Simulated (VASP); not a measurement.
# GaAs (P4/mmm) in VASP: a series of runs

GaAs is run at these levels: r2SCAN0, r2SCANh; tasks: single point.

All numbers are computed with VASP 6.6.1; they aren't measurements. Logs are shortened: lines on timing, memory, paths and dates and some standing lists are left out, and cuts for length are marked.

## Step 1: The cell of the first run

The structure is tetragonal, space group P4/mmm (No. 123). Conventional cell: a = 3.810 Å, b = 3.810 Å, c = 2.739 Å, α = 90.00°, β = 90.00°, γ = 90.00°. Ga (site symmetry 4/mmm) has 4 As at 2.69 Å and 2 Ga at 2.74 Å within 3.6 Å. Within 3.6 Å of As (site symmetry 4/mmm) lie 4 Ga at 2.69 Å and 2 As at 2.74 Å.

## Step 2: Single point, r2SCAN0

File POSCAR:

```
GaAs
1.0
    3.8101400000      0.0000000000      0.0000000000
    0.0000000000      3.8101400000      0.0000000000
    0.0000000000      0.0000000000      2.7389100000
Ga As
1 1
Direct
    0.5000000000      0.5000000000      0.5000000000
    0.0000000000      0.0000000000      0.5000000000
```

File INCAR.step1:

```
PREC     = Accurate       # precision mode
ENCUT    = 520            # plane-wave cutoff, eV
EDIFF    = 1E-5           # SCF threshold, eV
ISMEAR   = -1             # smearing method
SIGMA    = 0.05           # smearing width, eV
LREAL    = F              # projectors in reciprocal space
LASPH    = T              # aspherical terms in the spheres
NELM     = 60             # most SCF steps
ALGO     = Normal         # electronic algorithm
ISIF     = 2              # what is computed and relaxed
LWAVE    = T              # write WAVECAR
LCHARG   = F              # write CHGCAR
NBANDS   = 16             # bands
GGA      = PE             # functional
```

File INCAR.step2:

```
PREC     = Accurate       # precision mode
ENCUT    = 520            # plane-wave cutoff, eV
EDIFF    = 1E-6           # SCF threshold, eV
ISMEAR   = -1             # smearing method
SIGMA    = 0.05           # smearing width, eV
LREAL    = F              # projectors in reciprocal space
LASPH    = T              # aspherical terms in the spheres
NELM     = 60             # most SCF steps
ALGO     = Normal         # electronic algorithm
ISIF     = 2              # what is computed and relaxed
LWAVE    = F              # write WAVECAR
LCHARG   = F              # write CHGCAR
METAGGA  = R2SCAN         # meta-GGA
LHFCALC  = T              # exact exchange
AEXX     = 0.25           # exact-exchange fraction
LMIXTAU  = T            
PRECFOCK = Normal       
NBANDS   = 16             # bands
ISTART   = 1
```

File KPOINTS:

```
Automatic mesh
0
Gamma
  4 4 5
```

Potentials or basis: VASP PAW PBE potentials, release 64 (Ga_d, As).

Run with:

```
cat potpaw_PBE.64/Ga_d/POTCAR potpaw_PBE.64/As/POTCAR > POTCAR
cp INCAR.step1 INCAR
mpirun -np 1 vasp_std > vasp.out
cp INCAR.step2 INCAR
mpirun -np 1 vasp_std > vasp.out
```

OUTCAR:

```text
PREC = Accurate
   ENCUT = 520
   EDIFF = 1E-6
   ISMEAR = -1
   LREAL = F
   LASPH = T
   NELM = 60
   ISIF = 2
   METAGGA = R2SCAN
   LHFCALC = T
   AEXX = 0.25
   PRECFOCK = Normal
   ISTART = 1

 ion  position               nearest neighbor table
   1  0.500  0.500  0.500-   2 2.69   2 2.69   2 2.69   2 2.69
   2  0.000  0.000  0.500-   1 2.69   1 2.69   1 2.69   1 2.69

  LATTYP: Found a simple tetragonal cell.
 ALAT       =     3.8101400000
 C/A-ratio  =     0.7188476014

  Lattice vectors:

 A1 = (   3.8101400000,   0.0000000000,   0.0000000000)
 A2 = (   0.0000000000,   3.8101400000,   0.0000000000)
 A3 = (   0.0000000000,   0.0000000000,   2.7389100000)

Analysis of symmetry for initial positions (statically):
=====================================================================
 Subroutine PRICEL returns:
 Original cell was already a primitive cell.

 Routine SETGRP: Setting up the symmetry group for a
 simple tetragonal supercell.

 Subroutine GETGRP returns: Found 16 space group operations
 (whereof 16 operations were pure point group operations)
 out of a pool of 16 trial point group operations.

The static configuration has the point symmetry D_4h.

Analysis of symmetry for dynamics (positions and initial velocities):
=====================================================================
 Subroutine PRICEL returns:
 Original cell was already a primitive cell.

 Routine SETGRP: Setting up the symmetry group for a
 simple tetragonal supercell.

 Subroutine GETGRP returns: Found 16 space group operations
 (whereof 16 operations were pure point group operations)
 out of a pool of 16 trial point group operations.

The dynamic configuration has the point symmetry D_4h.

 Subroutine INISYM returns: Found 16 space group operations
 (whereof 16 operations are pure point group operations),
 and found     1 'primitive' translations

----------------------------------------------------------------------------------------

                                     Primitive cell

  volume of cell :      39.7612

[... 81 lines left out ...]
   EDIFF  = 0.1E-05   stopping-criterion for ELM
   LREAL  =      F    real-space projection
   EDIFFG = 0.1E-04   stopping-criterion for IOM
   NSW    =      0    number of steps for IOM
   IBRION =     -1    ionic relax: 0-MD 1-quasi-New 2-CG
   NFREE  =      0    steps in history (QN), initial steepest desc. (CG)
   ISIF   =      2    stress and relaxation
   ISYM   =      3    0-nonsym 1-usesym 2-fastsym
   POTIM  = 0.5000    time-step for ionic-motion
   TEBEG  =    0.0;   TEEND  =   0.0 temperature during run
   PSTRESS=    0.0 pullay stress
   NELECT =      18.0000    total number of electrons
   NUPDOWN=      -1.0000    fix difference up-down
   EMIN   =  10.00;   EMAX   =-10.00  energy-range for DOS
   EFERMI =   0.00;   METHOD = LEGACY
   ISMEAR =    -1;   SIGMA  =   0.05  broadening in eV -4-tet -1-fermi 0-gaus
   EFERMI_NEDOS =   21; number of points for ismear=-14 and -15
   IALGO  =     38    algorithm
   IMIX   =      1    mixing-type and parameters
     AMIX     =   0.40;   BMIX     =  1.00
     AMIX_MAG =   1.60;   BMIX_MAG =  1.00
  volume/ion in A,a.u.               =      19.88       134.16
  Fermi-wavevector in a.u.,A,eV,Ry     =   1.257030  2.375443 21.498912  1.580125
  Thomas-Fermi vector in A             =   2.390709
   LORBIT       =      0    0 simple, 1 ext, 2 COOP (PROOUT), +10 PAW based schemes
   METAGGA = R2SCAN    functional components
   LHFCALC =     T    Hartree Fock is set to
   PRECFOCK=normal    Normal, Fast or Accurate (Low or Medium for compatibility)
   ENCUT4O =  -1.0   cutoff for four orbital integrals eV
   NKREDX  =     1    reduce k-point grid by
   NKREDY  =     1    reduce k-point grid by
   NKREDZ  =     1    reduce k-point grid by
   AEXX    =    0.2500 exact exchange contribution
   HFSCREEN=    0.0000 screening length (either q_TF or 0.3 A-1)
   HFSCREENC=   0.0000 screening length for correlation (either q_TF or 0.3 A-1)
   ENCUTFOCK=  -1.0 apply spherical cutoff to Coloumb kernel
   IVDW    =     0    specifies the selected vdW correction
   LEPSILON=     F    determine dielectric tensor
   LRPA    =     F    only Hartree local field effects (RPA)
 non-spin polarized calculation
  energy-cutoff  :      520.00
  volume of cell :       39.76
 maximum number of plane-waves:      1092
  NGX = 24; NGY = 24; NGZ = 16

 number of electron      18.0000026 magnetization

 Free energy of the ion-electron system (eV)
  ---------------------------------------------------
  ext. energy  EPLUGINS =         0.00000000
  ---------------------------------------------------
  free energy    TOTEN  =       -23.66347032 eV

  energy without entropy =      -23.66317238  energy(sigma->0) =      -23.66332135

 E-fermi :   5.4511     XC(G=0):  -8.7886

 val. band max:        5.2162070428   @ k =   0.0000   0.0000   0.2000
 cond. band min:       5.7608748647   @ k =   0.2500   0.2500   0.2000
 fundamental gap:      0.5446678219
 Fermi energy:         5.4510965024

 k-point     1 :       0.0000    0.0000    0.0000
  band No.  band energies     occupation
      1     -13.5906      2.00000
      2     -13.3389      2.00000
      3     -13.3247      2.00000
      4     -13.2138      2.00000
      5     -13.2138      2.00000
      6     -10.7659      2.00000
[... 319 lines left out ...]
      3     -13.3829      2.00000
      4     -13.2528      2.00000
      5     -13.1819      2.00000
      6      -5.4302      2.00000
[... 8 lines left out ...]
     15      19.1613      0.00000
     16      24.2578      0.00000

------------------------ aborting loop because EDIFF is reached ----------------------------------------

  FORCE on cell =-STRESS in cart. coord.  units (eV):
  Direction    XX          YY          ZZ          XY          YZ          ZX
  --------------------------------------------------------------------------------------
  -------------------------------------------------------------------------------------
  Total        0.6561252      0.6561252     -2.8684135      0.0000000      0.0000000      0.0000000
  in kB       26.4385518     26.4385518   -115.5826684      0.0000000      0.0000000      0.0000000
  external PRESSURE =     -20.9018549 kB  Pullay stress =       0.0000000 kB

 VOLUME and BASIS-vectors are now :
 -----------------------------------------------------------------------------
  energy-cutoff  :      520.00
  volume of cell :       39.76
      direct lattice vectors                 reciprocal lattice vectors
     3.810140000  0.000000000  0.000000000     0.262457547  0.000000000  0.000000000
     0.000000000  3.810140000  0.000000000     0.000000000  0.262457547  0.000000000
     0.000000000  0.000000000  2.738910000     0.000000000  0.000000000  0.365108748

 POSITION                                       TOTAL-FORCE (eV/Angst)
 -----------------------------------------------------------------------------------
      1.90507      1.90507      1.36946         0.000000      0.000000      0.000000
      0.00000      0.00000      1.36946         0.000000      0.000000      0.000000
 -----------------------------------------------------------------------------------
    total drift:                               -0.000001     -0.000000      0.000005

  FREE ENERGIE OF THE ION-ELECTRON SYSTEM (eV)
  ---------------------------------------------------
  free  energy   TOTEN  =       -23.6634703162 eV

  energy  without entropy=      -23.6631723849  energy(sigma->0) =      -23.66332135
```

OUTCAR.step1:

```text
PREC = Accurate
   ENCUT = 520
   EDIFF = 1E-5
   ISMEAR = -1
   LREAL = F
[... 555 lines left out ...]
      1.90507      1.90507      1.36946         0.000000      0.000000      0.000000
      0.00000      0.00000      1.36946         0.000000      0.000000      0.000000
 -----------------------------------------------------------------------------------
    total drift:                                0.000000      0.000000      0.000000

  FREE ENERGIE OF THE ION-ELECTRON SYSTEM (eV)
  ---------------------------------------------------
  free  energy   TOTEN  =        -7.2748812474 eV

  energy  without entropy=       -7.2652193456  energy(sigma->0) =       -7.27005030
```

Wall time 15 min (1 thread of AMD EPYC 7R43 (Zen 3), shared host); peak memory 0.13 GiB.

What came out:

| Item | Value |
| --- | --- |
| Free energy | -23.6635 eV |
| Pressure | -2.1 GPa |
| Band gap on the k mesh | zero (bands 9 and 10 overlap by 6.07 eV) |

Stress tensor (GPa, compression positive):
```
  2.64   0.00   0.00
  0.00   2.64   0.00
  0.00   0.00 -11.56
```

Levels at points of the mesh, in eV from the Fermi level:
```csv
k point,band 6,band 7,band 8,band 9,band 10,band 11,band 12,band 13
"(0.00, 0.00, 0.00)",-16.22,-5.62,-4.10,-4.10,4.12,6.08,8.31,8.31
"(0.50, 0.00, 0.00)",-14.96,-10.78,-2.14,1.78,1.85,2.13,7.01,12.22
"(0.50, 0.50, 0.00)",-13.86,-8.12,-7.33,-7.33,7.40,10.87,10.87,13.07
```

Caveat: the k points lie up to 0.46 Å⁻¹ apart, too coarse for converged energies and pressures of a metal; the PAW data sets were made with another functional, which shifts forces and pressure a little.

## Step 3: Single point, r2SCANh

POSCAR is that of step 2.

File INCAR.step1:

```
PREC = Accurate ; ENCUT = 520
EDIFF = 1E-5 ; ISMEAR = -1
SIGMA = 0.05 ; LREAL = False
LASPH = True ; NELM = 100
ALGO = Normal ; ISIF = 2
LWAVE = True ; NBANDS = 16
GGA = PE
```

File INCAR.step2:

```
PREC = Accurate ; ENCUT = 520
EDIFF = 1E-7 ; ISMEAR = -1
SIGMA = 0.05 ; LREAL = False
LASPH = True ; NELM = 100
ALGO = Normal ; ISIF = 2
LWAVE = False ; LCHARG = True
METAGGA = R2SCAN ; LHFCALC = True
AEXX = 0.1 ; LMIXTAU = True
PRECFOCK = Normal ; LELF = True
LVHAR = True ; NBANDS = 16
ISTART = 1
```

KPOINTS is that of step 2.

Potentials or basis: VASP PAW PBE potentials, release 64 (Ga_d, As).

Run with:

```
cat potpaw_PBE.64/Ga_d/POTCAR potpaw_PBE.64/As/POTCAR > POTCAR
cp INCAR.step1 INCAR
mpirun -np 1 vasp_std > vasp.out
cp INCAR.step2 INCAR
mpirun -np 1 vasp_std > vasp.out
```

OUTCAR:

```text
PREC = Accurate
   ENCUT = 520
   EDIFF = 1E-7
   ISMEAR = -1
   LREAL = False
   LASPH = True
   NELM = 100
   ISIF = 2
   METAGGA = R2SCAN
   LHFCALC = True
   AEXX = 0.1
   PRECFOCK = Normal
   ISTART = 1

 ion  position               nearest neighbor table
   1  0.500  0.500  0.500-   2 2.69   2 2.69   2 2.69   2 2.69
   2  0.000  0.000  0.500-   1 2.69   1 2.69   1 2.69   1 2.69

  LATTYP: Found a simple tetragonal cell.
 ALAT       =     3.8101400000
 C/A-ratio  =     0.7188476014

  Lattice vectors:

 A1 = (   3.8101400000,   0.0000000000,   0.0000000000)
 A2 = (   0.0000000000,   3.8101400000,   0.0000000000)
 A3 = (   0.0000000000,   0.0000000000,   2.7389100000)

Analysis of symmetry for initial positions (statically):
=====================================================================
 Subroutine PRICEL returns:
 Original cell was already a primitive cell.

 Routine SETGRP: Setting up the symmetry group for a
 simple tetragonal supercell.

 Subroutine GETGRP returns: Found 16 space group operations
 (whereof 16 operations were pure point group operations)
 out of a pool of 16 trial point group operations.

The static configuration has the point symmetry D_4h.

Analysis of symmetry for dynamics (positions and initial velocities):
=====================================================================
 Subroutine PRICEL returns:
 Original cell was already a primitive cell.

 Routine SETGRP: Setting up the symmetry group for a
 simple tetragonal supercell.

 Subroutine GETGRP returns: Found 16 space group operations
 (whereof 16 operations were pure point group operations)
 out of a pool of 16 trial point group operations.

The dynamic configuration has the point symmetry D_4h.

 Subroutine INISYM returns: Found 16 space group operations
 (whereof 16 operations are pure point group operations),
[... 112 lines left out ...]
  Thomas-Fermi vector in A             =   2.390709
   LORBIT       =      0    0 simple, 1 ext, 2 COOP (PROOUT), +10 PAW based schemes
   METAGGA = R2SCAN    functional components
   LHFCALC =     T    Hartree Fock is set to
   PRECFOCK=normal    Normal, Fast or Accurate (Low or Medium for compatibility)
   ENCUT4O =  -1.0   cutoff for four orbital integrals eV
   NKREDX  =     1    reduce k-point grid by
   NKREDY  =     1    reduce k-point grid by
   NKREDZ  =     1    reduce k-point grid by
   AEXX    =    0.1000 exact exchange contribution
   HFSCREEN=    0.0000 screening length (either q_TF or 0.3 A-1)
   HFSCREENC=   0.0000 screening length for correlation (either q_TF or 0.3 A-1)
   ENCUTFOCK=  -1.0 apply spherical cutoff to Coloumb kernel
   IVDW    =     0    specifies the selected vdW correction
   LEPSILON=     F    determine dielectric tensor
   LRPA    =     F    only Hartree local field effects (RPA)
 non-spin polarized calculation
  energy-cutoff  :      520.00
  volume of cell :       39.76
 maximum number of plane-waves:      1092
  NGX = 24; NGY = 24; NGZ = 16

 number of electron      18.0000026 magnetization

 Free energy of the ion-electron system (eV)
  ---------------------------------------------------
  ext. energy  EPLUGINS =         0.00000000
  ---------------------------------------------------
  free energy    TOTEN  =       -24.92830177 eV

  energy without entropy =      -24.92548308  energy(sigma->0) =      -24.92689243

 E-fermi :   5.4108     XC(G=0): -10.2685

 val. band max:        5.3199305172   @ k =   0.0000   0.0000   0.2000
 cond. band min:       5.5912022756   @ k =   0.2500   0.2500   0.2000
 fundamental gap:      0.2712717584
 Fermi energy:         5.4107945771

 k-point     1 :       0.0000    0.0000    0.0000
  band No.  band energies     occupation
      1     -11.6673      2.00000
      2     -11.3983      2.00000
      3     -11.3905      2.00000
      4     -11.2756      2.00000
      5     -11.2756      2.00000
      6      -9.6181      2.00000
[... 319 lines left out ...]
      3     -11.4494      2.00000
      4     -11.3143      2.00000
      5     -11.2432      2.00000
      6      -4.5807      2.00000
[... 8 lines left out ...]
     15      18.4156      0.00000
     16      23.6139      0.00000

------------------------ aborting loop because EDIFF is reached ----------------------------------------

  FORCE on cell =-STRESS in cart. coord.  units (eV):
  Direction    XX          YY          ZZ          XY          YZ          ZX
  --------------------------------------------------------------------------------------
  -------------------------------------------------------------------------------------
  Total        0.9158473      0.9158473     -2.8135841      0.0000000     -0.0000000      0.0000000
  in kB       36.9040495     36.9040495   -113.3733174      0.0000000     -0.0000000      0.0000000
  external PRESSURE =     -13.1884061 kB  Pullay stress =       0.0000000 kB

 VOLUME and BASIS-vectors are now :
 -----------------------------------------------------------------------------
  energy-cutoff  :      520.00
  volume of cell :       39.76
      direct lattice vectors                 reciprocal lattice vectors
     3.810140000  0.000000000  0.000000000     0.262457547  0.000000000  0.000000000
     0.000000000  3.810140000  0.000000000     0.000000000  0.262457547  0.000000000
     0.000000000  0.000000000  2.738910000     0.000000000  0.000000000  0.365108748

 POSITION                                       TOTAL-FORCE (eV/Angst)
 -----------------------------------------------------------------------------------
      1.90507      1.90507      1.36946         0.000000      0.000000      0.000000
      0.00000      0.00000      1.36946         0.000000      0.000000      0.000000
 -----------------------------------------------------------------------------------
    total drift:                               -0.000000      0.000000      0.000000

  FREE ENERGIE OF THE ION-ELECTRON SYSTEM (eV)
  ---------------------------------------------------
  free  energy   TOTEN  =       -24.9283017733 eV

  energy  without entropy=      -24.9254830842  energy(sigma->0) =      -24.92689243
```

It took 22 min on 1 thread of AMD EPYC 7R43 (Zen 3), shared host; peak memory 0.13 GiB.

What came out:

- Free energy: -24.9283 eV
- Pressure: -1.3 GPa
- Band gap on the k mesh: zero (bands 9 and 10 overlap by 5.42 eV)

Caveat: the k points lie up to 0.46 Å⁻¹ apart, too coarse for converged energies and pressures of a metal; the PAW data sets were made with another functional, which shifts forces and pressure a little.

The gap in the log of VASP goes by the Fermi energy; the results here count the filled bands.